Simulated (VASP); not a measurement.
## BAs: single point with PBEsol

Crystal: BAs.

```
CELL_PARAMETERS angstrom
0.00000 2.39187 2.39187
2.39187 0.00000 2.39187
2.39187 2.39187 0.00000
ATOMIC_POSITIONS crystal
B 0.00000 0.00000 0.00000
As 0.25000 0.25000 0.25000
```

```yaml
Program: VASP 6.6.1
Task: single point
Functional: PBEsol
Potentials_or_basis: VASP PAW PBE potentials, release 64 (B, As)
Cutoff: 500 eV
k_mesh: 6 × 6 × 6
Occupations: methfessel-paxton, width 0.05 eV
Spin: no spin polarisation
Dipole_correction: no
Further_INCAR_settings: ALGO = Normal; EDIFF = 1e-06; NBANDS = 11
```

```json
{
  "Pressure": "-0.5 GPa",
  "Band gap on the k mesh": "1.18 eV, indirect (least direct gap 3.23 eV)"
}
```

Levels at points of the mesh, in eV from the valence-band top:
```csv
k point,band 1,band 2,band 3,band 4,band 5,band 6,band 7,band 8
"(0.00, 0.00, 0.00)",-15.40,0.00,0.00,0.00,3.23,3.23,3.23,4.63
"(0.50, 0.00, 0.00)",-12.53,-8.80,-1.82,-1.82,2.63,4.72,4.72,8.69
"(0.50, 0.50, 0.00)",-11.23,-8.51,-4.09,-4.09,1.31,1.34,11.30,11.30
```

Run time: 6.1 s on 1 thread of Intel Xeon 6975P-C, on a shared host, peak memory 0.15 GiB.

Caveat: the PAW data sets were made with another functional, which shifts forces and pressure a little. A k mesh can miss the band edges.
